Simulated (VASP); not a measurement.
# TiAl (P4/mmm) in VASP: a series of runs

Runs on TiAl. Level: PBEsol. Tasks: single point.

Program: VASP 6.6.1. These are calculated values, not measurements. Logs are shortened: lines on timing, memory, paths and dates and some standing lists are left out, and cuts for length are marked.

## 1. The cell of the first run

Symmetry: P4/mmm, No. 123, tetragonal system. Conventional cell: a = 2.711 Å, b = 2.711 Å, c = 4.114 Å, α = 90.00°, β = 90.00°, γ = 90.00°. Ti (site symmetry 4/mmm) has 4 Ti at 2.71 Å and 8 Al at 2.81 Å within 3.6 Å. Al (site symmetry 4/mmm) has 4 Al at 2.71 Å and 8 Ti at 2.81 Å within 3.6 Å.

## 2. Single point, PBEsol (biaxial strain in the a-b plane: -3.0 %)

File INCAR:

```
SYSTEM = TiAl
PREC = Accurate
ENCUT = 520
EDIFF = 1E-6
ISMEAR = 0
SIGMA = 0.1
LREAL = .False.
LASPH = .True.
NELM = 80
ALGO = Fast
ISIF = 2
LWAVE = .False.
LCHARG = .False.
GGA = PS
NBANDS = 14
```

File KPOINTS:

```
regular mesh
0
Gamma
  18 18 14
  0 0 0
```

File POSCAR:

```
TiAl
1.0
    2.7107969390      0.0000000000      0.0000000000
    0.0000000000      2.7107969390      0.0000000000
    0.0000000000      0.0000000000      4.1138774525
Ti Al
1 1
Direct
    0.5000000000      0.5000000000      0.5000000000
    0.0000000000      0.0000000000      0.0000000000
```

Potentials or basis: VASP PAW PBE potentials, release 64 (Ti_sv, Al).

The run is started by

```bash
$ cat potpaw_PBE.64/Ti_sv/POTCAR potpaw_PBE.64/Al/POTCAR > POTCAR
$ mpirun -np 1 vasp_std > vasp.out
```

OUTCAR:

```text
SYSTEM = TiAl
   PREC = Accurate
   ENCUT = 520
   EDIFF = 1E-6
   ISMEAR = 0
   LREAL = .False.
   LASPH = .True.
   NELM = 80
   ISIF = 2
   GGA = PS

 ion  position               nearest neighbor table
   1  0.500  0.500  0.500-   2 2.81   2 2.81   2 2.81   2 2.81   2 2.81   2 2.81   2 2.81   2 2.81

   2  0.000  0.000  0.000-   1 2.81   1 2.81   1 2.81   1 2.81   1 2.81   1 2.81   1 2.81   1 2.81

  LATTYP: Found a simple tetragonal cell.
 ALAT       =     2.7107969390
 C/A-ratio  =     1.5175896775

  Lattice vectors:

 A1 = (   2.7107969390,   0.0000000000,   0.0000000000)
 A2 = (   0.0000000000,   2.7107969390,   0.0000000000)
 A3 = (   0.0000000000,   0.0000000000,   4.1138774525)

Analysis of symmetry for initial positions (statically):
=====================================================================
 Subroutine PRICEL returns:
 Original cell was already a primitive cell.

 Routine SETGRP: Setting up the symmetry group for a
 simple tetragonal supercell.

 Subroutine GETGRP returns: Found 16 space group operations
 (whereof 16 operations were pure point group operations)
 out of a pool of 16 trial point group operations.

The static configuration has the point symmetry D_4h.

Analysis of symmetry for dynamics (positions and initial velocities):
=====================================================================
 Subroutine PRICEL returns:
 Original cell was already a primitive cell.

 Routine SETGRP: Setting up the symmetry group for a
 simple tetragonal supercell.

 Subroutine GETGRP returns: Found 16 space group operations
 (whereof 16 operations were pure point group operations)
 out of a pool of 16 trial point group operations.

The dynamic configuration has the point symmetry D_4h.

 Subroutine INISYM returns: Found 16 space group operations
 (whereof 16 operations are pure point group operations),
 and found     1 'primitive' translations

----------------------------------------------------------------------------------------

                                     Primitive cell

  volume of cell :      30.2305

  direct lattice vectors                    reciprocal lattice vectors
     2.710796939  0.000000000  0.000000000     0.368895208  0.000000000  0.000000000
     0.000000000  2.710796939  0.000000000     0.000000000  0.368895208  0.000000000
     0.000000000  0.000000000  4.113877452     0.000000000  0.000000000  0.243079676

  length of vectors
     2.710796939  2.710796939  4.113877452     0.368895208  0.368895208  0.243079676

  position of ions in fractional coordinates (direct lattice)
     0.500000000  0.500000000  0.500000000
     0.000000000  0.000000000  0.000000000

  ion indices of the primitive-cell ions
   primitive index   ion index
                 1           1
                 2           2

----------------------------------------------------------------------------------------

 KPOINTS: regular mesh

Automatic generation of k-mesh.
 Grid dimensions read from file:
 generate k-points for:   18   18   14

 Generating k-lattice:

  Cartesian coordinates                     Fractional coordinates (reciprocal lattice)
     0.020494178  0.000000000  0.000000000     0.055555556  0.000000000  0.000000000
     0.000000000  0.020494178  0.000000000     0.000000000  0.055555556  0.000000000
     0.000000000  0.000000000  0.017362834     0.000000000  0.000000000  0.071428571

  Length of vectors
     0.020494178  0.020494178  0.017362834

  Shift w.r.t. Gamma in fractional coordinates (k-lattice)
     0.000000000  0.000000000  0.000000000

 Subroutine IBZKPT returns following result:
 ===========================================

 Found    440 irreducible k-points:

 Following reciprocal coordinates:
            Coordinates               Weight
  0.000000  0.000000  0.000000      1.000000
  0.055556  0.000000  0.000000      4.000000
  0.111111  0.000000  0.000000      4.000000
  0.166667  0.000000  0.000000      4.000000
  0.222222  0.000000  0.000000      4.000000
  0.277778  0.000000  0.000000      4.000000
[... 16 lines left out ...]
  0.277778  0.111111  0.000000      8.000000
  0.333333  0.111111  0.000000      8.000000
 [... further k-points ...]
   k-points           NKPTS =    440   k-points in BZ     NKDIM =    440   number of bands    NBANDS=     14
   number of dos      NEDOS =    301   number of ions     NIONS =      2
   total plane-waves  NPLWV =  12800
   dimension x,y,z NGX =    20 NGY =   20 NGZ =   32
   dimension x,y,z NGXF=    40 NGYF=   40 NGZF=   64
   ions per type =               1   1
   NGX,Y,Z   is equivalent  to a cutoff of  12.27, 12.27, 12.93 a.u.
   NGXF,Y,Z  is equivalent  to a cutoff of  24.53, 24.53, 25.86 a.u.
 SYSTEM =  TiAl
   PREC   = accura    normal or accurate (medium, high low for compatibility)
   ISTART =      0    job   : 0-new  1-cont  2-samecut
   ICHARG =      2    charge: 1-file 2-atom 10-const
   ISPIN  =      1    spin polarized calculation?
   LNONCOLLINEAR =      F non collinear calculations
   LSORBIT =      F    spin-orbit coupling
   LASPH  =      T    aspherical Exc in radial PAW
   ENCUT  =  520.0 eV  38.22 Ry    6.18 a.u.   5.04  5.04  7.65*2*pi/ulx,y,z
   NELM   =     80;   NELMIN=  2; NELMDL= -5     # of ELM steps
   EDIFF  = 0.1E-05   stopping-criterion for ELM
   LREAL  =      F    real-space projection
   EDIFFG = 0.1E-04   stopping-criterion for IOM
   NSW    =      0    number of steps for IOM
   IBRION =     -1    ionic relax: 0-MD 1-quasi-New 2-CG
   NFREE  =      0    steps in history (QN), initial steepest desc. (CG)
   ISIF   =      2    stress and relaxation
   ISYM   =      2    0-nonsym 1-usesym 2-fastsym
   POTIM  = 0.5000    time-step for ionic-motion
   TEBEG  =    0.0;   TEEND  =   0.0 temperature during run
   PSTRESS=    0.0 pullay stress
   NELECT =      15.0000    total number of electrons
   NUPDOWN=      -1.0000    fix difference up-down
   EMIN   =  10.00;   EMAX   =-10.00  energy-range for DOS
   EFERMI =   0.00;   METHOD = LEGACY
   ISMEAR =     0;   SIGMA  =   0.10  broadening in eV -4-tet -1-fermi 0-gaus
   EFERMI_NEDOS =   21; number of points for ismear=-14 and -15
   IALGO  =     68    algorithm
   IMIX   =      4    mixing-type and parameters
     AMIX     =   0.40;   BMIX     =  1.00
     AMIX_MAG =   1.60;   BMIX_MAG =  1.00
  volume/ion in A,a.u.               =      15.12       102.00
  Fermi-wavevector in a.u.,A,eV,Ry     =   1.296055  2.449189 22.854507  1.679759
  Thomas-Fermi vector in A             =   2.427536
   LORBIT       =      0    0 simple, 1 ext, 2 COOP (PROOUT), +10 PAW based schemes
   GGA     = PS    functional components
   LHFCALC =     F    Hartree Fock is set to
   AEXX    =    0.0000 exact exchange contribution
   IVDW    =     0    specifies the selected vdW correction
   LEPSILON=     F    determine dielectric tensor
   LRPA    =     F    only Hartree local field effects (RPA)
 non-spin polarized calculation
 RMM-DIIS sequential band-by-band and
 Gauss-broadening in eV      SIGMA  =   0.10
  energy-cutoff  :      520.00
  volume of cell :       30.23
 maximum number of plane-waves:       836
   NGX = 11   NGY = 11   NGZ = 15

 number of electron      15.0000010 magnetization

 Free energy of the ion-electron system (eV)
  ---------------------------------------------------
  ext. energy  EPLUGINS =         0.00000000
  ---------------------------------------------------
  free energy    TOTEN  =       -13.21625783 eV

  energy without entropy =      -13.20754904  energy(sigma->0) =      -13.21190344

 E-fermi :   8.9909     XC(G=0): -11.4475

 val. band max:        8.9830773241   @ k =   0.4444   0.3889   0.2143
 cond. band min:       8.9950986827   @ k =   0.5000   0.1111   0.0714
 fundamental gap:      0.0120213586
 Fermi energy:         8.9908668496

 k-point     1 :       0.0000    0.0000    0.0000
  band No.  band energies     occupation
      1     -47.2383      2.00000
      2     -23.7461      2.00000
      3     -23.1873      2.00000
      4     -23.1873      2.00000
      5      -0.4318      2.00000
      6       6.8319      2.00000
      7       8.0417      2.00000
      8       8.1752      2.00000
      9      11.4643      0.00000
     10      11.4643      0.00000
     11      12.7635      0.00000
     12      15.0838      0.00000
     13      18.4647      0.00000
     14      18.4656      0.00000

 k-point     2 :       0.0556    0.0000    0.0000
  band No.  band energies     occupation
      1     -47.2355      2.00000
      2     -23.7435      2.00000
      3     -23.2091      2.00000
      4     -23.1855      2.00000
      5      -0.3656      2.00000
      6       6.8922      2.00000
      7       8.0754      2.00000
      8       8.1352      2.00000
      9      11.4763      0.00000
     10      11.5071      0.00000
     11      12.6946      0.00000
     12      15.0860      0.00000
     13      17.0732      0.00000
     14      18.5467      0.00000

 k-point     3 :       0.1111    0.0000    0.0000
  band No.  band energies     occupation
      1     -47.2274      2.00000
      2     -23.7358      2.00000
      3     -23.2715      2.00000
      4     -23.1801      2.00000
      5      -0.1685      2.00000
      6       7.0631      2.00000
      7       8.0213      2.00000
      8       8.1665      2.00000
      9      11.5109      0.00000
     10      11.6350      0.00000
     11      12.5042      0.00000
     12      15.0725      0.00000
     13      15.6806      0.00000
     14      18.7795      0.00000
[... 324 lines left out ...]
 k-point    23 :       0.2778    0.1111    0.0000
  band No.  band energies     occupation
      1     -47.1727      2.00000
      2     -23.6843      2.00000
      3     -23.5914      2.00000
      4     -23.2318      2.00000
      5       1.4101      2.00000
      6       7.5297      2.00000
      7       7.8874      2.00000
      8       8.4092      2.00000
      9      10.8918      0.00000
     10      11.3239      0.00000
     11      12.7786      0.00000
     12      13.3500      0.00000
     13      15.2912      0.00000
     14      17.7773      0.00000

 k-point    24 :       0.3333    0.1111    0.0000
  band No.  band energies     occupation
      1     -47.1573      2.00000
      2     -23.7024      2.00000
      3     -23.6698      2.00000
      4     -23.2208      2.00000
      5       2.0738      2.00000
      6       7.3642      2.00000
      7       7.4148      2.00000
      8       8.5298      2.00000
      9      10.9504      0.00000
     10      11.0220      0.00000
     11      12.7598      0.00000
     12      13.7800      0.00000
     13      15.2951      0.00000
     14      18.3331      0.00000

 [... further k-points ...]

------------------------ aborting loop because EDIFF is reached ----------------------------------------

  FORCE on cell =-STRESS in cart. coord.  units (eV):
  Direction    XX          YY          ZZ          XY          YZ          ZX
  --------------------------------------------------------------------------------------
  -------------------------------------------------------------------------------------
  Total        1.3597116      1.3597116      0.4855006      0.0000000      0.0000000      0.0000000
  in kB       72.0629565     72.0629565     25.7309010      0.0000000      0.0000000      0.0000000
  external PRESSURE =      56.6189380 kB  Pullay stress =       0.0000000 kB

 VOLUME and BASIS-vectors are now :
 -----------------------------------------------------------------------------
  energy-cutoff  :      520.00
  volume of cell :       30.23
      direct lattice vectors                 reciprocal lattice vectors
     2.710796939  0.000000000  0.000000000     0.368895208  0.000000000  0.000000000
     0.000000000  2.710796939  0.000000000     0.000000000  0.368895208  0.000000000
     0.000000000  0.000000000  4.113877452     0.000000000  0.000000000  0.243079676

 POSITION                                       TOTAL-FORCE (eV/Angst)
 -----------------------------------------------------------------------------------
      1.35540      1.35540      2.05694         0.000000      0.000000      0.000000
      0.00000      0.00000      0.00000         0.000000      0.000000      0.000000
 -----------------------------------------------------------------------------------
    total drift:                               -0.000000      0.000000      0.000000

  FREE ENERGIE OF THE ION-ELECTRON SYSTEM (eV)
  ---------------------------------------------------
  free  energy   TOTEN  =       -13.2162578320 eV

  energy  without entropy=      -13.2075490417  energy(sigma->0) =      -13.21190344
```

Wall time 3.8 min (1 thread of Intel Xeon Platinum 8259CL at 2.50GHz (Skylake/Cascade Lake), shared host); peak memory 0.3 GiB.

What came out:

```
Free energy            : -13.2163 eV
Pressure               : 5.7 GPa
Band gap on the k mesh : zero (an odd number of electrons rules out a gap without spin polarisation)
```

Levels at points of the mesh, in eV from the Fermi level:
```tsv
k point	band 6	band 7	band 8	band 9	band 10	band 11
(0.00, 0.00, 0.00)	-2.16	-0.95	-0.82	2.47	2.47	3.77
(0.50, 0.00, 0.00)	-4.43	-2.04	-0.32	1.99	2.89	4.87
(0.50, 0.50, 0.00)	-0.37	-0.34	-0.34	-0.23	-0.23	4.87
(0.00, 0.00, 0.50)	-5.50	-0.81	0.31	2.19	2.19	3.78
(0.50, 0.00, 0.50)	-3.18	-1.22	-0.96	1.23	2.02	2.70
(0.50, 0.50, 0.50)	-2.28	-2.28	2.25	2.41	2.68	4.67
```

Caveat: the cell differs from its parent crystal (biaxial strain in the a-b plane: -3.0 %); the cell stands under pressure; the PAW data sets were made with another functional, which shifts forces and pressure a little.

## 3. Single point, PBEsol (biaxial strain in the a-b plane: -4.5 %, then relaxed in part)

File INCAR:

```
  ALGO = Fast
  EDIFF = 1E-6
  ENCUT = 520
  GGA = PS
  ISIF = 2
  ISMEAR = 0
  LASPH = True
  LCHARG = True
  LELF = True
  LREAL = False
  LVHAR = True
  LWAVE = False
  NBANDS = 14
  NELM = 60
  PREC = Accurate
  SIGMA = 0.1
```

File KPOINTS:

```
k-points
0
Gamma
  18 18 14
```

File POSCAR:

```
TiAl
1.0
    2.6688773987      0.0000000000      0.0000000000
    0.0000000000      2.6688773987      0.0000000000
    0.0000000000      0.0000000000      4.2298959824
Ti Al
1 1
Direct
    0.5000000000      0.5000000000      0.5000000000
    0.0000000000      0.0000000000      0.0000000000
```

Potentials or basis: VASP PAW PBE potentials, release 64 (Ti_sv, Al).

The run is started by

```bash
$ cat potpaw_PBE.64/Ti_sv/POTCAR potpaw_PBE.64/Al/POTCAR > POTCAR
$ mpirun -np 1 vasp_std > vasp.out
```

Wall time 3.7 min (1 thread of Intel Xeon Platinum 8259CL at 2.50GHz (Skylake/Cascade Lake), shared host); peak memory 0.3 GiB.

Results (log left out):

```
Free energy            : -13.1756 eV
Pressure               : 6.1 GPa
Band gap on the k mesh : zero (an odd number of electrons rules out a gap without spin polarisation)
```

Stress tensor (GPa, compression positive):
```
9.06 0.00 0.00
0.00 9.06 0.00
0.00 0.00 0.05
```

Levels at points of the mesh, in eV from the Fermi level:
```
           k point  band 6  band 7  band 8  band 9  band 10  band 11
(0.00, 0.00, 0.00)   -2.29   -1.26   -0.99    2.61     2.61     3.94
(0.50, 0.00, 0.00)   -4.33   -2.19   -0.35    2.10     3.03     4.52
(0.50, 0.50, 0.00)   -0.37   -0.37   -0.24   -0.08    -0.08     5.08
(0.00, 0.00, 0.50)   -5.58   -0.89    0.02    2.38     2.38     3.95
(0.50, 0.00, 0.50)   -3.31   -1.22   -0.88    1.05     2.12     2.89
(0.50, 0.50, 0.50)   -2.15   -2.15    2.23    2.62     2.64     4.81
```

Caveat: the cell differs from its parent crystal (biaxial strain in the a-b plane: -4.5 %, then relaxed in part); the cell stands under pressure; the PAW data sets were made with another functional, which shifts forces and pressure a little.
